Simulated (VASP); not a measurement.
# MnV (Pm-3m) in VASP: a series of runs, part 2 of 2

VASP 6.6.1. Earlier steps stand in the parts before.

### Step 4. Single point, LDA+U, collinear spin, ferromagnetic start

The input, INCAR:

```
SYSTEM = MnV
PREC     = Accurate       ! precision mode
ENCUT    = 520            ! plane-wave cutoff, eV
EDIFF    = 1E-6           ! SCF threshold, eV
ISMEAR   = -1             ! smearing method
SIGMA    = 0.05           ! smearing width, eV
LREAL    = .FALSE.        ! projectors in reciprocal space
LASPH    = .TRUE.         ! aspherical terms in the spheres
NELM     = 150            ! most SCF steps
ALGO     = Normal         ! electronic algorithm
ISIF     = 2              ! what is computed and relaxed
LWAVE    = .FALSE.        ! write WAVECAR
LCHARG   = .FALSE.        ! write CHGCAR
ISPIN    = 2              ! spin polarisation
MAGMOM   = 4 2            ! initial moments
LORBIT   = 11             ! projections on sites
LMAXMIX  = 4              ! l up to which the mixer works
LDAU     = .TRUE.         ! DFT+U
LDAUTYPE = 2            
LDAUL    = 2 2            ! shell
LDAUU    = 3 3            ! U, eV
LDAUJ    = 0 0          
LDAUPRINT= 1            
NBANDS   = 24             ! bands
```

The input, KPOINTS:

```
regular mesh
0
G
  11 11 11
  0 0 0
```

The input, POSCAR:

```
MnV
1.0
    2.9000000000      0.0000000000      0.0000000000
    0.0000000000      2.9000000000      0.0000000000
    0.0000000000      0.0000000000      2.9000000000
Mn V
1 1
Direct
    0.0000000000      0.0000000000      0.0000000000
    0.5000000000      0.5000000000      0.5000000000
```

Potentials or basis: VASP PAW LDA potentials, release 64 (Mn_pv, V_sv).

On the command line:

```bash
$ cat potpaw_LDA.64/Mn_pv/POTCAR potpaw_LDA.64/V_sv/POTCAR > POTCAR
$ mpirun -np 1 vasp_std > vasp.out
```

OUTCAR:

```text
SYSTEM = MnV
   PREC = Accurate
   ENCUT = 520
   EDIFF = 1E-6
   ISMEAR = -1
   LREAL = .FALSE.
   LASPH = .TRUE.
   NELM = 150
   ISIF = 2
   ISPIN = 2
   LORBIT = 11

 ion  position               nearest neighbor table
   1  0.000  0.000  0.000-   2 2.51   2 2.51   2 2.51   2 2.51   2 2.51   2 2.51   2 2.51   2 2.51

   2  0.500  0.500  0.500-   1 2.51   1 2.51   1 2.51   1 2.51   1 2.51   1 2.51   1 2.51   1 2.51

  LATTYP: Found a simple cubic cell.
 ALAT       =     2.9000000000

  Lattice vectors:

 A1 = (   2.9000000000,   0.0000000000,   0.0000000000)
 A2 = (   0.0000000000,   2.9000000000,   0.0000000000)
 A3 = (   0.0000000000,   0.0000000000,   2.9000000000)

Analysis of symmetry for initial positions (statically):
=====================================================================
 Subroutine PRICEL returns:
 Original cell was already a primitive cell.

 Routine SETGRP: Setting up the symmetry group for a
 simple cubic supercell.

 Subroutine GETGRP returns: Found 48 space group operations
 (whereof 48 operations were pure point group operations)
 out of a pool of 48 trial point group operations.

The static configuration has the point symmetry O_h .

Analysis of symmetry for dynamics (positions and initial velocities):
=====================================================================
 Subroutine PRICEL returns:
 Original cell was already a primitive cell.

 Routine SETGRP: Setting up the symmetry group for a
 simple cubic supercell.

 Subroutine GETGRP returns: Found 48 space group operations
 (whereof 48 operations were pure point group operations)
 out of a pool of 48 trial point group operations.

The dynamic configuration has the point symmetry O_h .

Analysis of structural, dynamic, and magnetic symmetry:
=====================================================================
 Subroutine PRICEL returns:
 Original cell was already a primitive cell.

 Routine SETGRP: Setting up the symmetry group for a
 simple cubic supercell.

 Subroutine GETGRP returns: Found 48 space group operations
 (whereof 48 operations were pure point group operations)
 out of a pool of 48 trial point group operations.

The overall configuration has the point symmetry O_h .

 Subroutine INISYM returns: Found 48 space group operations
 (whereof 48 operations are pure point group operations),
 and found     1 'primitive' translations

----------------------------------------------------------------------------------------

                                     Primitive cell

  volume of cell :      24.3890

  direct lattice vectors                    reciprocal lattice vectors
     2.900000000  0.000000000  0.000000000     0.344827586  0.000000000  0.000000000
     0.000000000  2.900000000  0.000000000     0.000000000  0.344827586  0.000000000
     0.000000000  0.000000000  2.900000000     0.000000000  0.000000000  0.344827586

  length of vectors
     2.900000000  2.900000000  2.900000000     0.344827586  0.344827586  0.344827586

  position of ions in fractional coordinates (direct lattice)
     0.000000000  0.000000000  0.000000000
[... 149 lines left out ...]
  o =  0.8389  v =  0.0000 -0.2787 -0.0000 -0.9604 -0.0000  0.0000  0.0000  0.0000  0.0000  0.0000      0.0000  0.0000  0.0000  0.0000  0.0000  0.0000  0.0000  0.0000  0.0000  0.0000
  o =  0.8389  v =  0.0000 -0.9604  0.0000  0.2787  0.0000  0.0000  0.0000  0.0000  0.0000  0.0000      0.0000  0.0000  0.0000  0.0000  0.0000  0.0000  0.0000  0.0000  0.0000  0.0000
  o =  0.8389  v =  1.0000  0.0000  0.0000  0.0000  0.0000  0.0000  0.0000  0.0000  0.0000  0.0000      0.0000  0.0000  0.0000  0.0000  0.0000  0.0000  0.0000  0.0000  0.0000  0.0000

atom =   2  type =  2  l = 2

 onsite density matrix

spin component  1

  0.1209 -0.0000 -0.0000  0.0000  0.0000
 -0.0000  0.1209  0.0000 -0.0000  0.0000
 -0.0000  0.0000  0.0659  0.0000 -0.0000
  0.0000 -0.0000  0.0000  0.1209 -0.0000
  0.0000  0.0000 -0.0000 -0.0000  0.0659

spin component  2

  0.6391  0.0000  0.0000 -0.0000  0.0000
  0.0000  0.6391  0.0000 -0.0000  0.0000
  0.0000  0.0000  0.3553  0.0000 -0.0000
 -0.0000 -0.0000  0.0000  0.6391 -0.0000
  0.0000  0.0000 -0.0000 -0.0000  0.3553

 occupancies and eigenvectors

  o =  0.0659  v = -0.0000  0.0000 -0.9997 -0.0000 -0.0258  0.0000  0.0000  0.0000  0.0000  0.0000      0.0000  0.0000  0.0000  0.0000  0.0000  0.0000  0.0000  0.0000  0.0000  0.0000
  o =  0.0659  v = -0.0000 -0.0000 -0.0258  0.0000  0.9997  0.0000  0.0000  0.0000  0.0000  0.0000      0.0000  0.0000  0.0000  0.0000  0.0000  0.0000  0.0000  0.0000  0.0000  0.0000
  o =  0.1209  v =  0.1819  0.9761  0.0000  0.1188  0.0000  0.0000  0.0000  0.0000  0.0000  0.0000      0.0000  0.0000  0.0000  0.0000  0.0000  0.0000  0.0000  0.0000  0.0000  0.0000
  o =  0.1209  v = -0.9824  0.1754  0.0000  0.0636 -0.0000  0.0000  0.0000  0.0000  0.0000  0.0000      0.0000  0.0000  0.0000  0.0000  0.0000  0.0000  0.0000  0.0000  0.0000  0.0000
  o =  0.1209  v =  0.0413 -0.1283 -0.0000  0.9909 -0.0000  0.0000  0.0000  0.0000  0.0000  0.0000      0.0000  0.0000  0.0000  0.0000  0.0000  0.0000  0.0000  0.0000  0.0000  0.0000
  o =  0.3553  v =  0.0000  0.0000  0.0000  0.0000  0.0000  0.0000 -0.0000  0.1660 -0.0000  0.9861      0.0000  0.0000  0.0000  0.0000  0.0000  0.0000  0.0000  0.0000  0.0000  0.0000
  o =  0.3553  v =  0.0000  0.0000  0.0000  0.0000  0.0000  0.0000 -0.0000 -0.9861  0.0000  0.1660      0.0000  0.0000  0.0000  0.0000  0.0000  0.0000  0.0000  0.0000  0.0000  0.0000
  o =  0.6391  v =  0.0000  0.0000  0.0000  0.0000  0.0000  0.0000  0.6723 -0.0000 -0.7402  0.0000      0.0000  0.0000  0.0000  0.0000  0.0000  0.0000  0.0000  0.0000  0.0000  0.0000
  o =  0.6391  v =  0.0000  0.0000  0.0000  0.0000  0.0000  1.0000  0.0000  0.0000  0.0000  0.0000      0.0000  0.0000  0.0000  0.0000  0.0000  0.0000  0.0000  0.0000  0.0000  0.0000
  o =  0.6391  v =  0.0000  0.0000  0.0000  0.0000  0.0000  0.0000  0.7402 -0.0000  0.6723  0.0000      0.0000  0.0000  0.0000  0.0000  0.0000  0.0000  0.0000  0.0000  0.0000  0.0000

 number of electron      25.9999996 magnetization       0.1257066

 Free energy of the ion-electron system (eV)
  ---------------------------------------------------
  ext. energy  EPLUGINS =         0.00000000
  ---------------------------------------------------
  free energy    TOTEN  =       -14.47084024 eV

  energy without entropy =      -14.46513233  energy(sigma->0) =      -14.46798629

 E-fermi :  10.3935     XC(G=0): -13.6398

 val. band max:       10.3598582709   @ k =   0.4545   0.4545   0.0909
 cond. band min:      10.4237033990   @ k =   0.4545   0.4545   0.3636
 fundamental gap:      0.0638451282
 Fermi energy:        10.3934803508

 spin component 1

 k-point     1 :       0.0000    0.0000    0.0000
  band No.  band energies     occupation
      1     -51.8123      1.00000
      2     -38.3384      1.00000
      3     -38.3384      1.00000
      4     -38.3384      1.00000
      5     -26.0036      1.00000
      6     -26.0036      1.00000
[... 1289 lines left out ...]
     23      28.9118      0.00000
     24      29.5936      0.00000

 [... further k-points ...]
[... 5 lines left out ...]
  --------------------------------------------------------------------------------------
  -------------------------------------------------------------------------------------
  Total        1.8051082      1.8051082      1.8051082     -0.0000000      0.0000000      0.0000000
  in kB      118.5822896    118.5822896    118.5822896     -0.0000000      0.0000000      0.0000000
  external PRESSURE =     118.5822896 kB  Pullay stress =       0.0000000 kB

 VOLUME and BASIS-vectors are now :
 -----------------------------------------------------------------------------
  energy-cutoff  :      520.00
  volume of cell :       24.39
      direct lattice vectors                 reciprocal lattice vectors
     2.900000000  0.000000000  0.000000000     0.344827586  0.000000000  0.000000000
     0.000000000  2.900000000  0.000000000     0.000000000  0.344827586  0.000000000
     0.000000000  0.000000000  2.900000000     0.000000000  0.000000000  0.344827586

 POSITION                                       TOTAL-FORCE (eV/Angst)
 -----------------------------------------------------------------------------------
      0.00000      0.00000      0.00000         0.000000      0.000000      0.000000
      1.45000      1.45000      1.45000         0.000000      0.000000      0.000000
 -----------------------------------------------------------------------------------
    total drift:                                0.000000      0.000000     -0.000000

  FREE ENERGIE OF THE ION-ELECTRON SYSTEM (eV)
  ---------------------------------------------------
  free  energy   TOTEN  =       -14.4708402447 eV

  energy  without entropy=      -14.4651323300  energy(sigma->0) =      -14.46798629

 total charge

# of ion       s       p       d       tot
------------------------------------------
    1        0.417   6.353   5.164  11.934
    2        2.351   6.272   3.093  11.715
--------------------------------------------------
tot          2.768  12.624   8.257  23.649

 magnetization (x)

# of ion       s       p       d       tot
------------------------------------------
    1        0.008  -0.057   2.660   2.611
    2       -0.037  -0.073  -2.121  -2.231
--------------------------------------------------
tot         -0.029  -0.130   0.540   0.381
```

It took 53 s on 1 thread of Intel Xeon Platinum 8375C at 2.90GHz (Ice Lake), shared host; peak memory 0.16 GiB.

Results:

| Quantity | Value |
| --- | --- |
| Free energy | -14.4708 eV |
| Pressure | 11.9 GPa |
| Net moment | 0.13 μB per cell |
| Site moments | Mn +2.61; V -2.23 μB |
| Valence electrons inside the program's atomic spheres | Mn 11.93; V 11.71 |

Levels at points of the mesh, in eV from the Fermi level:
Spin up:
| k point | band 11 | band 12 | band 13 | band 14 | band 15 | band 16 |
| --- | --- | --- | --- | --- | --- | --- |
| (0.00, 0.00, 0.00) | -2.36 | -2.36 | -2.36 | 1.89 | 1.89 | 4.21 |
Spin down:
```csv
k point,band 10,band 11,band 12,band 13,band 14,band 15,band 16,band 17
"(0.00, 0.00, 0.00)",-3.57,-0.65,-0.65,-0.65,2.21,2.21,2.96,2.96
```

Eigenvalues of the final occupation matrices:
| site | spin | trace | eigenvalues |
| --- | --- | --- | --- |
| site 1 d | 1 | 3.93 | 0.71 0.71 0.84 0.84 0.84 |
| site 1 d | 2 | 1.27 | 0.16 0.16 0.31 0.31 0.31 |
| site 2 d | 1 | 0.49 | 0.07 0.07 0.12 0.12 0.12 |
| site 2 d | 2 | 2.63 | 0.36 0.36 0.64 0.64 0.64 |

Caveat: the cell stands under pressure; the U is typed as a test and isn't derived for this compound.
